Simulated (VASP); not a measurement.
# PbO (P4mm) in VASP: a series of runs

Runs on PbO. Level: LDA. Tasks: single point.

All numbers are computed with VASP 6.6.1; they aren't measurements. Logs are shortened: lines on timing, memory, paths and dates and some standing lists are left out, and cuts for length are marked.

## (1) The cell of the first run

It takes space group P4mm (No. 99, tetragonal). Conventional cell: a = 3.974 Å, b = 3.974 Å, c = 5.022 Å, α = 90.00°, β = 90.00°, γ = 90.00°. Within 3.1 Å of Pb (site symmetry 4mm) lie 4 O at 2.36 Å. Within 3.0 Å of Pb (site symmetry 4mm) lie 4 O at 2.26 Å. Within 3.0 Å of O (site symmetry 2mm) lie 4 Pb at 2.26 to 2.36 Å and 4 O at 2.81 Å.

## (2) Single point, LDA (all O atoms moved -0.100 Å, as atom 3 along Cartesian [0 0 1])

Input file INCAR:

```
ALGO = Normal ; EDIFF = 1E-7
ENCUT = 520 ; GGA = CA
ISIF = 2 ; ISMEAR = 0
LASPH = True ; LCHARG = True
LELF = True ; LREAL = False
LVHAR = True ; LWAVE = False
NBANDS = 28 ; NELM = 100
PREC = Accurate ; SIGMA = 0.05
```

Input file KPOINTS:

```
k-points
0
Gamma
  8 8 6
```

Input file POSCAR:

```
PbO
1.0
    3.9744000000      0.0000000000      0.0000000000
    0.0000000000      3.9744000000      0.0000000000
    0.0000000000      0.0000000000      5.0220000000
Pb O
2 2
Direct
    0.0000000000      0.5000000000      0.2351000000
    0.5000000000      0.0000000000      0.7649000000
    0.0000000000      0.0000000000     -0.0199123855
    0.5000000000      0.5000000000     -0.0199123855
```

Potentials or basis: VASP PAW LDA potentials, release 64 (Pb_d, O).

Command:

```bash
$ cat potpaw_LDA.64/Pb_d/POTCAR potpaw_LDA.64/O/POTCAR > POTCAR
$ mpirun -np 1 vasp_std > vasp.out
```

OUTCAR:

```text
EDIFF = 1E-7
   ENCUT = 520
   GGA = CA
   ISIF = 2
   ISMEAR = 0
   LASPH = True
   LREAL = False
   NELM = 100
   PREC = Accurate

 ion  position               nearest neighbor table
   1  0.000  0.500  0.235-   3 2.36   4 2.36   3 2.36   4 2.36   2 3.67   2 3.67   2 3.67   2 3.67
                             2 3.87   2 3.87   2 3.87   2 3.87
   2  0.500  0.000  0.765-   3 2.26   4 2.26   4 2.26   3 2.26   1 3.67   1 3.67   1 3.67   1 3.67
                             1 3.87   1 3.87   1 3.87   1 3.87
   3  0.000  0.000  0.980-   2 2.26   2 2.26   1 2.36   1 2.36
   4  0.500  0.500  0.980-   2 2.26   2 2.26   1 2.36   1 2.36

  LATTYP: Found a simple tetragonal cell.
 ALAT       =     3.9744000000
 C/A-ratio  =     1.2635869565

  Lattice vectors:

 A1 = (   3.9744000000,   0.0000000000,   0.0000000000)
 A2 = (   0.0000000000,   3.9744000000,   0.0000000000)
 A3 = (   0.0000000000,   0.0000000000,   5.0220000000)

Analysis of symmetry for initial positions (statically):
=====================================================================
 Subroutine PRICEL returns:
 Original cell was already a primitive cell.

 Routine SETGRP: Setting up the symmetry group for a
 simple tetragonal supercell.

 Subroutine GETGRP returns: Found  8 space group operations
 (whereof  4 operations were pure point group operations)
 out of a pool of 16 trial point group operations.

The static configuration has the point symmetry C_2v.
 The point group associated with its full space group is C_4v.

Analysis of symmetry for dynamics (positions and initial velocities):
=====================================================================
 Subroutine PRICEL returns:
 Original cell was already a primitive cell.

 Routine SETGRP: Setting up the symmetry group for a
 simple tetragonal supercell.

 Subroutine GETGRP returns: Found  8 space group operations
 (whereof  4 operations were pure point group operations)
 out of a pool of 16 trial point group operations.

The dynamic configuration has the point symmetry C_2v.
 The point group associated with its full space group is C_4v.

 Subroutine INISYM returns: Found  8 space group operations
 (whereof  4 operations are pure point group operations),
 and found     1 'primitive' translations

[... 90 lines left out ...]
   ISTART =      0    job   : 0-new  1-cont  2-samecut
   ICHARG =      2    charge: 1-file 2-atom 10-const
   ISPIN  =      1    spin polarized calculation?
   LNONCOLLINEAR =      F non collinear calculations
   LSORBIT =      F    spin-orbit coupling
   LASPH  =      T    aspherical Exc in radial PAW
   ENCUT  =  520.0 eV  38.22 Ry    6.18 a.u.   7.39  7.39  9.34*2*pi/ulx,y,z
   NELM   =    100;   NELMIN=  2; NELMDL= -5     # of ELM steps
   EDIFF  = 0.1E-06   stopping-criterion for ELM
   LREAL  =      F    real-space projection
   EDIFFG = 0.1E-05   stopping-criterion for IOM
   NSW    =      0    number of steps for IOM
   IBRION =     -1    ionic relax: 0-MD 1-quasi-New 2-CG
   NFREE  =      0    steps in history (QN), initial steepest desc. (CG)
   ISIF   =      2    stress and relaxation
   ISYM   =      2    0-nonsym 1-usesym 2-fastsym
   POTIM  = 0.5000    time-step for ionic-motion
   TEBEG  =    0.0;   TEEND  =   0.0 temperature during run
   PSTRESS=    0.0 pullay stress
   NELECT =      40.0000    total number of electrons
   NUPDOWN=      -1.0000    fix difference up-down
   EMIN   =  10.00;   EMAX   =-10.00  energy-range for DOS
   EFERMI =   0.00;   METHOD = LEGACY
   ISMEAR =     0;   SIGMA  =   0.05  broadening in eV -4-tet -1-fermi 0-gaus
   EFERMI_NEDOS =   21; number of points for ismear=-14 and -15
   IALGO  =     38    algorithm
   IMIX   =      4    mixing-type and parameters
     AMIX     =   0.40;   BMIX     =  1.00
     AMIX_MAG =   1.60;   BMIX_MAG =  1.00
  volume/ion in A,a.u.               =      19.83       133.83
  Fermi-wavevector in a.u.,A,eV,Ry     =   1.303031  2.462372 23.101207  1.697891
  Thomas-Fermi vector in A             =   2.434060
   LORBIT       =      0    0 simple, 1 ext, 2 COOP (PROOUT), +10 PAW based schemes
   GGA     = CA    functional components
   LHFCALC =     F    Hartree Fock is set to
   AEXX    =    0.0000 exact exchange contribution
   IVDW    =     0    specifies the selected vdW correction
   LEPSILON=     F    determine dielectric tensor
   LRPA    =     F    only Hartree local field effects (RPA)
 non-spin polarized calculation
 Gauss-broadening in eV      SIGMA  =   0.05
  energy-cutoff  :      520.00
  volume of cell :       79.33
 maximum number of plane-waves:      2171
 NGX is ok and might be reduce to    30
   NGX = 15   NGY = 15   NGZ = 19

 number of electron      40.0000001 magnetization

 Free energy of the ion-electron system (eV)
  ---------------------------------------------------
  ext. energy  EPLUGINS =         0.00000000
  ---------------------------------------------------
  free energy    TOTEN  =       -24.31012005 eV

  energy without entropy =      -24.31012005  energy(sigma->0) =      -24.31012005

 E-fermi :   5.1041     XC(G=0): -10.3010

 val. band max:        4.8525489636   @ k =   0.1250   0.0000   0.0000
 cond. band min:       6.0089476552   @ k =   0.5000   0.5000   0.0000
 fundamental gap:      1.1563986916
 Fermi energy:         5.1041237854

 k-point     1 :       0.0000    0.0000    0.0000
  band No.  band energies     occupation
      1     -13.3839      2.00000
      2     -12.8712      2.00000
      3     -11.1693      2.00000
      4     -11.1693      2.00000
      5     -11.1231      2.00000
      6     -11.0821      2.00000
[... 733 lines left out ...]
     27      14.1661      0.00000
     28      14.2040      0.00000

 [... further k-points ...]
[... 5 lines left out ...]
  --------------------------------------------------------------------------------------
  -------------------------------------------------------------------------------------
  Total       -0.6544258     -0.6544258     -0.7313277      0.0000000      0.0000000      0.0000000
  in kB      -13.2175552    -13.2175552    -14.7707572      0.0000000      0.0000000      0.0000000
  external PRESSURE =     -13.7352892 kB  Pullay stress =       0.0000000 kB

 VOLUME and BASIS-vectors are now :
 -----------------------------------------------------------------------------
  energy-cutoff  :      520.00
  volume of cell :       79.33
      direct lattice vectors                 reciprocal lattice vectors
     3.974400000  0.000000000  0.000000000     0.251610306  0.000000000  0.000000000
     0.000000000  3.974400000  0.000000000     0.000000000  0.251610306  0.000000000
     0.000000000  0.000000000  5.022000000     0.000000000  0.000000000  0.199123855

 POSITION                                       TOTAL-FORCE (eV/Angst)
 -----------------------------------------------------------------------------------
      0.00000      1.98720      1.18067         0.000000      0.000000     -0.851334
      1.98720      0.00000      3.84133         0.000000      0.000000     -0.808781
      0.00000      0.00000      4.92200         0.000000      0.000000      0.830057
      1.98720      1.98720      4.92200         0.000000      0.000000      0.830057
 -----------------------------------------------------------------------------------
    total drift:                                0.000000      0.000000     -0.000045

  FREE ENERGIE OF THE ION-ELECTRON SYSTEM (eV)
  ---------------------------------------------------
  free  energy   TOTEN  =       -24.3101200536 eV

  energy  without entropy=      -24.3101200536  energy(sigma->0) =      -24.31012005
```

stdout:

```text
POSCAR found type information on POSCAR PbO
 POSCAR found :  2 types and       4 ions
 scaLAPACK will be used
 LDA part: xc-table for (Slater(with rela. corr.)+CA(PZ))
 , standard interpolation
 POSCAR, INCAR and KPOINTS ok, starting setup
 FFT: planning ... GRIDC
 FFT: planning ... GRID_SOFT
 FFT: planning ... GRID
 WAVECAR not read
 entering main loop
```

Run time: 67 s. Hardware: 1 thread of AMD EPYC 9R45 (Zen 5), shared host; peak memory 0.2 GiB.

What came out:

```
Free energy            : -24.3101 eV
Pressure               : -1.4 GPa
Largest force          : 0.851 eV/Å
Band gap on the k mesh : 1.16 eV, indirect (least direct gap 2.18 eV)
```

Forces on the atoms (eV/Å):
```
Pb   0.000  0.000 -0.851
Pb   0.000  0.000 -0.809
O    0.000  0.000  0.830
O    0.000  0.000  0.830
```

Stress tensor (GPa, compression positive):
```
-1.32  0.00  0.00
 0.00 -1.32  0.00
 0.00  0.00 -1.48
```

Caveat: the cell differs from its parent crystal (all O atoms moved -0.100 Å, as atom 3 along Cartesian [0 0 1]); spin-orbit coupling is left out, which moves the levels of the heavy elements. A k mesh can miss the band edges.

(Continued in part 2 of 2.)
